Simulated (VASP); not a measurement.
Here is a VASP 6.6.1 calculation.

INCAR

```
ALGO     = Normal         # electronic algorithm
EDIFF    = 1E-6           # SCF threshold, eV
ENCUT    = 520            # plane-wave cutoff, eV
GGA      = PE             # functional
ISIF     = 2              # what is computed and relaxed
ISMEAR   = -1             # smearing method
LASPH    = T              # aspherical terms in the spheres
LCHARG   = F              # write CHGCAR
LREAL    = F              # projectors in reciprocal space
LWAVE    = F              # write WAVECAR
NBANDS   = 28             # bands
NELM     = 80             # most SCF steps
PREC     = Accurate       # precision mode
SIGMA    = 0.05           # smearing width, eV
```

The input KPOINTS:

```
k-points
0
Gamma
  7 7 7
```

Contents of POSCAR:

```
BaTiO3
1.0
    3.9457420220      0.0000000000      0.0000000000
    0.0000000000      3.9457420220      0.0000000000
    0.0000000000      0.0000000000      3.9636960459
Ba Ti O
1 1 3
Direct
    0.0000000000      0.0000000000      0.0000000000
    0.5000000000      0.5000000000      0.4900000000
    0.0000000000      0.5000000000      0.5170000000
    0.5000000000      0.0000000000      0.5170000000
    0.5000000000      0.5000000000      0.0190000000
```

Potentials or basis: VASP PAW PBE potentials, release 64 (Ba_sv, Ti_sv, O).

The run is started by

```console
$ cat potpaw_PBE.64/Ba_sv/POTCAR potpaw_PBE.64/Ti_sv/POTCAR potpaw_PBE.64/O/POTCAR > POTCAR
$ mpirun -np 1 vasp_std > vasp.out
```

Q: Estimate the largest force.

A: 0.118 eV/Å.

Q: What does it give for the pressure?

A: 12.2 GPa.

Q: What does it give for the band gap on the k mesh?

A: 1.95 eV, indirect (least direct gap 2.11 eV).

Stress tensor (GPa, compression positive):
```
11.83  0.00  0.00
 0.00 11.83  0.00
 0.00  0.00 12.94
```

Caveat: spin-orbit coupling is left out, which moves the levels of the heavy elements. Expect the measured gap to be larger: semilocal functionals such as PBE lack the derivative discontinuity.
